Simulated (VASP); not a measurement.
Write the native input for VASP 6.6.1 that does the following.

- Task: single point
- Functional: PBE
- Potentials or basis: VASP PAW PBE potentials, release 64 (Mg, O)
- Cutoff: 520 eV
- k mesh: 6 × 6 × 6
- Occupations: gaussian, width 0.1 eV
- Spin: no spin polarisation
- Dipole correction: no
- Further INCAR settings: ALGO = Normal; EDIFF = 1e-06; NBANDS = 11

The structure of MgO lies in POSCAR:

```
MgO
1.0
    0.0000000000      2.3062840489      2.3062840489
    2.3062840489      0.0000000000      2.3062840489
    2.3062840489      2.3062840489      0.0000000000
Mg O
1 1
Direct
    0.0000000000      0.0000000000      0.0000000000
    0.7500000000      0.7500000000      0.7500000000
```

One way to write it, as run:

INCAR

```
PREC = Accurate ; ENCUT = 520
EDIFF = 1E-6 ; ISMEAR = 0
SIGMA = 0.1 ; LREAL = F
LASPH = T ; NELM = 100
ALGO = Normal ; ISIF = 2
LWAVE = F ; LCHARG = F
GGA = PE ; NBANDS = 11
```

KPOINTS

```
Automatic mesh
0
Gamma
  6 6 6
```

Potentials or basis: VASP PAW PBE potentials, release 64 (Mg, O).

The run is started by

```bash
$ cat potpaw_PBE.64/Mg/POTCAR potpaw_PBE.64/O/POTCAR > POTCAR
$ mpirun -np 1 vasp_std > vasp.out
```

It gave:

```yaml
Pressure: -0.4 GPa
Band_gap_on_the_k_mesh: 3.46 eV, direct
```

Run time: 6.8 s on 1 thread of Intel Xeon 8259CL, on a shared host, peak memory 0.13 GiB.
